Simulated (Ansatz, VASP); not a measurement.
AlN: VASP beside Ansatz

```xyz
2
Lattice="0.0593 2.0077 2.0077 2.0077 0.0593 2.0077 2.0077 2.0077 0.0593" Properties=species:S:1:pos:R:3 pbc="T T T"
Al    0.0000    0.0000    0.0000
N     2.0373    2.0373    2.0373
```

Change from the starting cell: equal xy, yz and zx shear strains of +3 %, crystal datasets.

Alike in both runs: task electric field gradients; functional PBE; k mesh 10 × 10 × 10; occupations fermi-dirac, width 0.02 eV; no spin polarisation.

|  | VASP | Ansatz |
| --- | --- | --- |
| version | VASP 6.6.1 | Ansatz 0.2.0 |
| potentials or method | VASP PAW PBE potentials, release 64 (Al, N), cutoff 520 eV | all-electron PAW with datasets made for the crystal, scalar-relativistic |

```tsv
	VASP	Ansatz	Ansatz less VASP
gap on the k mesh at the Fermi level (eV)	4.48	4.49	+0.007
pressure (GPa)	25.6	25.9	+0.29
traceless stress, the component that is largest in VASP (GPa)	-10.74	-10.73	+0.009
size of Vzz on the site where it differs most (V/Å²)	0.8	2.2	+1.42
```

Ansatz ran all-electron here, and VASP with PAW potentials.
